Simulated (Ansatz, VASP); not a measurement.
## LiCl in VASP and in Ansatz

```
Li Cl
1.0
     0.00000    2.61506    2.61506
     2.61506    0.00000    2.61506
     2.61506    2.61506    0.00000
Li Cl
1 1
Direct
  0.00000 0.00000 0.00000
  0.50000 0.50000 0.50000
```

Change from the starting cell: volume scaled by 1.06, crystal datasets.

Alike in both runs: task electric field gradients; functional PBE; k mesh 9 × 9 × 9; occupations fermi-dirac, width 0.03 eV; no spin polarisation.

|  | VASP | Ansatz |
| --- | --- | --- |
| version | VASP 6.6.1 | Ansatz 0.2.0 |
| potentials or method | VASP PAW PBE potentials, release 64 (Li_sv, Cl), cutoff 520 eV | all-electron PAW with datasets made for the crystal, scalar-relativistic |

Ansatz gave:

* gap on the k mesh at the Fermi level (eV): 6.01

**Question.** What did VASP give for the same quantities?

**Answer.** gap on the k mesh at the Fermi level (eV): 6.02.

Ansatz ran all-electron here, and VASP with PAW potentials.

Noted on VASP's run: the cutoff is short for stress, so the pressure is rough.
